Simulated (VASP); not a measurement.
Wanted: the native input for a VASP 6.6.1 run.

```yaml
Task: single point
Functional: PBE
Dispersion: D3(BJ)
Potentials_or_basis: VASP PAW PBE potentials, release 64 (F)
Cutoff: 520 eV
k_mesh: 8 × 8 × 4
Occupations: gaussian, width 0.05 eV
Spin: no spin polarisation
Dipole_correction: no
Further_INCAR_settings: ALGO = Normal; EDIFF = 1e-06; NBANDS = 22
```

The structure of F lies in POSCAR:

```
F
1.0
    2.8237796724     -1.8682000692      0.2980017545
    2.8237796724      1.8682000692      0.2980017545
   -0.8669022824      0.0000000000      7.0374711062
F
4
Direct
    0.9138648456      0.5855481450      0.0939279973
    0.4144518550      0.0861351544      0.4060720027
    0.0861351544      0.4144518550      0.9060720027
    0.5855481450      0.9138648456      0.5939279973
```

These files were run (other wordings do the same):

INCAR

```
  ALGO = Normal
  EDIFF = 1E-6
  ENCUT = 520
  GGA = PE
  ISIF = 2
  ISMEAR = 0
  IVDW = 12
  LASPH = T
  LCHARG = F
  LREAL = F
  LWAVE = F
  NBANDS = 22
  NELM = 100
  PREC = Accurate
  SIGMA = 0.05
```

KPOINTS

```
k-points
0
Gamma
  8 8 4
```

Potentials or basis: VASP PAW PBE potentials, release 64 (F).

Run with:

```console
$ cat potpaw_PBE.64/F/POTCAR > POTCAR
$ mpirun -np 1 vasp_std > vasp.out
```

It gave:

* Pressure: -3.8 GPa
* Largest force: 1.454 eV/Å
* Band gap on the k mesh: 2.37 eV
* Dispersion energy per atom: -0.024 eV

Caveat: the cell stands under tension; forces of over 1 eV/Å act on the atoms, so gaps and moduli don't describe the material at rest.

It took 39 s on 1 thread of Intel(R) Xeon(R) 6975P-C (Granite Rapids), with other jobs on the host, peak memory 0.24 GiB.
